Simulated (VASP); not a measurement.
Input of a VASP 6.6.1 run:

The input INCAR:

```
SYSTEM = MgO
PREC = Accurate ; ENCUT = 520
EDIFF = 1E-6 ; ISMEAR = 0
SIGMA = 0.01 ; LREAL = .False.
LASPH = .True. ; NELM = 60
ALGO = Normal ; ISIF = 2
LWAVE = .False. ; LCHARG = .False.
GGA = RP ; NBANDS = 11
```

KPOINTS

```
Automatic mesh
0
Gamma
  8 8 8
  0 0 0
```

The input POSCAR:

```
MgO
1.0
    2.9818690000      0.0000000000      0.0000000000
    1.4909345000      2.5823743048      0.0000000000
    1.4909345000      0.8607914349      2.4346858433
Mg O
1 1
Direct
    0.0000000000      0.0000000000      0.0000000000
    0.5000000000      0.5000000000      0.5000000000
```

Potentials or basis: VASP PAW PBE potentials, release 64 (Mg, O).

The run is started by

```bash
$ cat potpaw_PBE.64/Mg/POTCAR potpaw_PBE.64/O/POTCAR > POTCAR
$ mpirun -np 1 vasp_std > vasp.out
```

What does it give for the band gap on the k mesh?

4.79 eV, direct.

Predict the pressure.

8.0 GPa.

Caveat: the PAW data sets were made with another functional, which shifts forces and pressure a little. RPBE gaps usually lie below the measured ones, often by a third to a half.
